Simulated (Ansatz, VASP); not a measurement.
Ir in VASP and in Ansatz

The input INCAR:

```
SYSTEM = Ir
PREC = Accurate
ENCUT = 520
EDIFF = 1E-6
ISMEAR = 0
SIGMA = 0.15
LREAL = .FALSE.
LASPH = .TRUE.
NELM = 80
ALGO = Fast
ISIF = 2
LWAVE = .FALSE.
LCHARG = .FALSE.
GGA = PS
NBANDS = 10
```

File KPOINTS:

```
regular mesh
0
G
  24 24 24
  0 0 0
```

POSCAR

```
Ir
1.0
    0.0000000000      2.0265643084      1.7225796622
    2.0265643084      0.0000000000      1.7225796622
    2.0265643084      2.0265643084      0.0000000000
Ir
1
Direct
    0.0000000000      0.0000000000      0.0000000000
```

Input for Ansatz:

```yaml
crystal:
  lattice:
    - [0.0, 2.0265643084, 1.7225796622]
    - [2.0265643084, 0.0, 1.7225796622]
    - [2.0265643084, 2.0265643084, 0.0]
  atoms:
    - { symbol: Ir, position: [0.0, 0.0, 0.0] }
basis:
  ecutwfc: 420
kpoints:
  mp_grid: { grid: [24, 24, 24] }
hamiltonian:
  xc: pbesol
scf:
  occupations: { method: gaussian, width: 0.15 }
output:
  forces: true
  stress: true
  eigenvalues: true
```

Alike in both runs: task single point; functional PBEsol; k mesh 24 × 24 × 24; occupations gaussian, width 0.15 eV; no spin polarisation.

|  | VASP | Ansatz |
| --- | --- | --- |
| version | VASP 6.6.1 | Ansatz 0.2.0 |
| potentials or method | VASP PAW PBE potentials, release 64 (Ir), cutoff 520 eV | scalar-relativistic, plane waves, PAW |
| valence electrons in the cell | 9 | 17 |

```csv
,VASP,Ansatz,Ansatz less VASP
gap on the k mesh at the Fermi level (eV),none,none,-
pressure (GPa),3.6,2.3,-1.23
"traceless stress, the component that is largest in VASP (GPa)",31.99,32.08,+0.091
```

VASP's potentials were made for PBE, not for PBEsol. A gap of «none» marks a metal or a gap that the smearing closes. VASP's potentials hold 9 valence electrons a cell and Ansatz's 17, so a difference there can come from the potentials and not from the codes.

Neither program's run includes spin-orbit coupling.
